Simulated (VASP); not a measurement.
A run of VASP 6.6.1:

The input INCAR:

```
PREC = Accurate
ENCUT = 520
EDIFF = 1E-6
ISMEAR = 0
SIGMA = 0.01
LREAL = False
LASPH = True
NELM = 100
ALGO = Normal
ISIF = 2
LWAVE = False
LCHARG = True
LELF = True
LVHAR = True
NBANDS = 12
```

KPOINTS

```
regular mesh
0
Gamma
  10 10 10
```

POSCAR

```
LiF
1.0
    0.0000000000      1.9948691892      1.9948691892
    1.9948691892      0.0000000000      1.9948691892
    1.9948691892      1.9948691892      0.0000000000
Li F
1 1
Direct
    0.0000000000      0.0000000000      0.0000000000
    0.5000000000      0.5000000000      0.5000000000
```

Potentials or basis: VASP PAW LDA potentials, release 64 (Li_sv, F).

Launch:

```bash
$ cat potpaw_LDA.64/Li_sv/POTCAR potpaw_LDA.64/F/POTCAR > POTCAR
$ mpirun -np 1 vasp_std > vasp.out
```

Hardware: 1 thread of Intel(R) Xeon(R) Platinum 8488C (Sapphire Rapids) (shared host).

Task: Estimate the wall time of this run.

Result: Wall time 4.8 s on 1 thread of Intel(R) Xeon(R) Platinum 8488C (Sapphire Rapids) (shared host), peak memory 0.11 GiB. Counts: scf iterations 11, k points 47.
